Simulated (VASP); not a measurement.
Write the native input for VASP 6.6.1 that does the following.

- Task: single point
- Functional: revPBE
- Dispersion: D3(BJ)
- Potentials or basis: VASP PAW PBE potentials, release 64 (Hf_pv, N)
- Cutoff: 600 eV
- k mesh: 10 × 10 × 10
- Occupations: methfessel-paxton, width 0.01 eV
- Spin: no spin polarisation
- Hubbard terms: Hf d U = 4.0 eV
- Dipole correction: no
- Further INCAR settings: ALGO = Normal; EDIFF = 1e-06; NBANDS = 14

The structure of HfN lies in POSCAR:

```
HfN
1.0
    0.0000000000      2.2560000000      2.2560000000
    2.2560000000      0.0000000000      2.2560000000
    2.2560000000      2.2560000000      0.0000000000
Hf N
1 1
Direct
    0.0000000000      0.0000000000      0.0000000000
    0.5000000000      0.5000000000      0.5000000000
```

The input as run:

INCAR

```
SYSTEM = HfN
ALGO = Normal
EDIFF = 1E-6
ENCUT = 600
GGA = RE
GGA_COMPAT = .FALSE.
ISIF = 2
ISMEAR = 1
IVDW = 12
LASPH = .TRUE.
LCHARG = .FALSE.
LDAU = .TRUE.
LDAUJ = 0 0
LDAUL = 2 -1
LDAUPRINT = 1
LDAUTYPE = 2
LDAUU = 4 0
LMAXMIX = 4
LREAL = .FALSE.
LWAVE = .FALSE.
NBANDS = 14
NELM = 200
PREC = Accurate
SIGMA = 0.01
```

KPOINTS

```
k-points
0
G
  10 10 10
  0 0 0
```

Potentials or basis: VASP PAW PBE potentials, release 64 (Hf_pv, N).

The run is started by

```console
$ cat potpaw_PBE.64/Hf_pv/POTCAR potpaw_PBE.64/N/POTCAR > POTCAR
$ mpirun -np 1 vasp_std > vasp.out
```

It gave:

| Item | Value |
| --- | --- |
| Pressure | 13.0 GPa |
| Band gap on the k mesh | zero (an odd number of electrons rules out a gap without spin polarisation) |
| Dispersion energy per atom | -0.713 eV |

Caveat: the cell stands under pressure; the PAW data sets were made with another functional, which shifts forces and pressure a little; spin-orbit coupling is left out, which moves the levels of the heavy elements; U without spin polarisation on a metal has little footing.

It took 11 s on 1 thread of Intel(R) Xeon(R) 6975P-C (Granite Rapids) (shared host), peak memory 0.18 GiB.
